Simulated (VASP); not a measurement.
A run of VASP 6.6.1 is set up as follows.

INCAR

```
PREC = Accurate
ENCUT = 520
EDIFF = 1E-6
ISMEAR = -1
SIGMA = 0.08
LREAL = F
LASPH = T
NELM = 100
ALGO = Normal
ISIF = 2
LWAVE = F
LCHARG = F
GGA = PS
NBANDS = 9
```

The input KPOINTS:

```
Automatic mesh
0
Gamma
  20 20 20
```

The input POSCAR:

```
Se
1.0
   -1.3304146036      1.3304146036      1.3304146036
    1.3304146036     -1.3304146036      1.3304146036
    1.3304146036      1.3304146036     -1.3304146036
Se
1
Direct
    0.0000000000      0.0000000000      0.0000000000
```

Potentials or basis: VASP PAW PBE potentials, release 64 (Se).

The run is started by

```sh
$ cat potpaw_PBE.64/Se/POTCAR > POTCAR
$ mpirun -np 1 vasp_std > vasp.out
```

(1) What does it give for the band gap on the k mesh?

(2) Predict the pressure.

Results:

(1) zero (band 3 reaches 28.34 eV, above the bottom of band 4 at 8.63 eV).

(2) 296.7 GPa.

Caveat: the PAW data sets were made with another functional, which shifts forces and pressure a little.
